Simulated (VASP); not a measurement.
AlN: vibrations by perturbation theory with PBEsol

AlN:

```
Al N
1.0
     3.13452    0.00000    0.00000
    -1.56726    2.71458    0.00000
     0.00000    0.00000    5.01585
Al N
2 2
Direct
  0.33333 0.66667 0.99906
  0.66667 0.33333 0.49906
  0.33333 0.66667 0.38094
  0.66667 0.33333 0.88094
```

This cell differs from its parent crystal: volume scaled by 1.020.

- Program: VASP 6.6.1
- Task: vibrations by perturbation theory
- Functional: PBEsol
- Potentials or basis: VASP PAW PBE potentials, release 64 (Al, N)
- Cutoff: 520 eV
- k mesh: 8 × 8 × 4
- Occupations: gaussian, width 0.01 eV
- Spin: no spin polarisation
- Dipole correction: no
- Further INCAR settings: ALGO = Normal; EDIFF = 1e-08; IBRION = 8; NSW = 1

| Quantity | Value |
| --- | --- |
| Highest phonon frequency at Γ, LO-TO splitting left out | 701 cm⁻¹ |

Phonon frequencies in cm⁻¹ (negative: imaginary):
```
              q point                                frequencies
(0.000, 0.000, 0.000)  0 0 0 236 236 532 592 633 633 646 646 701
```

It took 87 s on 1 thread of Intel(R) Xeon(R) 6975P-C (Granite Rapids), with other jobs on the host, peak memory 0.3 GiB.

Caveat: the cell wasn't relaxed at this level first, which shifts response properties.
